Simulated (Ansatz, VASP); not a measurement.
Two plane-wave programs on HgH3

File INCAR:

```
SYSTEM = HgH3
ALGO     = Normal         ! electronic algorithm
EDIFF    = 1E-6           ! SCF threshold, eV
ENCUT    = 520            ! plane-wave cutoff, eV
GGA      = PE             ! functional
ISIF     = 2              ! what is computed and relaxed
ISMEAR   = 0              ! smearing method
LASPH    = .True.         ! aspherical terms in the spheres
LCHARG   = .True.         ! write CHGCAR
LELF     = .True.         ! ELF
LREAL    = .False.        ! projectors in reciprocal space
LVHAR    = .True.       
LWAVE    = .False.        ! write WAVECAR
NBANDS   = 25             ! bands
NELM     = 80             ! most SCF steps
PREC     = Accurate       ! precision mode
SIGMA    = 0.1            ! smearing width, eV
```

Contents of KPOINTS:

```
k-points
0
Gamma
  4 4 4
  0 0 0
```

Contents of POSCAR:

```
HgH3
1.0
    0.0000000000      3.8379685800      3.8379685800
    3.8379685800      0.0000000000      3.8379685800
    3.8379685800      3.8379685800      0.0000000000
Hg H
2 6
Direct
    0.2500000000      0.2500000000      0.2500000000
    0.7500000000      0.7500000000      0.7500000000
    0.1925252300      0.8074747700      0.8074747700
    0.8074747700      0.1925252300      0.1925252300
    0.8074747700      0.1925252300      0.8074747700
    0.1925252300      0.8074747700      0.1925252300
    0.8074747700      0.8074747700      0.1925252300
    0.1925252300      0.1925252300      0.8074747700
```

Input for Ansatz:

```yaml
crystal:
  lattice:
    - [0.0, 3.83796858, 3.83796858]
    - [3.83796858, 0.0, 3.83796858]
    - [3.83796858, 3.83796858, 0.0]
  atoms:
    - { symbol: Hg, position: [0.25, 0.25, 0.25] }
    - { symbol: Hg, position: [0.75, 0.75, 0.75] }
    - { symbol: H, position: [0.19252523, 0.80747477, 0.80747477] }
    - { symbol: H, position: [0.80747477, 0.19252523, 0.19252523] }
    - { symbol: H, position: [0.80747477, 0.19252523, 0.80747477] }
    - { symbol: H, position: [0.19252523, 0.80747477, 0.19252523] }
    - { symbol: H, position: [0.80747477, 0.80747477, 0.19252523] }
    - { symbol: H, position: [0.19252523, 0.19252523, 0.80747477] }
basis:
  ecutwfc: 420
kpoints:
  mp_grid: { grid: [4, 4, 4] }
hamiltonian:
  xc: pbe
scf:
  occupations: { method: gaussian, width: 0.1 }
  lower_state_search: "off"
output:
  forces: true
  stress: true
  eigenvalues: true
```

Alike in both runs: task single point; functional PBE; k mesh 4 × 4 × 4; occupations gaussian, width 0.1 eV; no spin polarisation.

```csv
,VASP,Ansatz
version,VASP 6.6.1,Ansatz 0.2.0
potentials or method,"VASP PAW PBE potentials, release 64 (Hg, H), cutoff 520 eV","scalar-relativistic, plane waves, PAW"
valence electrons in the cell,30,46
```

VASP gave:

| Quantity | Value |
| --- | --- |
| gap on the k mesh at the Fermi level (eV) | none |
| pressure (GPa) | -9.9 |
| rms of the force components (eV/Å) | 0.333 |

Question: What did Ansatz give for the same quantities?

Answer: gap on the k mesh at the Fermi level (eV): none; pressure (GPa): -9.8; rms of the force components (eV/Å): 0.331.

Atom by atom the forces differ by 0.002 eV/Å (rms over components). A gap of «none» marks a metal or a gap that the smearing closes. VASP's potentials hold 30 valence electrons a cell and Ansatz's 46, so a difference there can come from the potentials and not from the codes.

Neither program's run includes spin-orbit coupling.
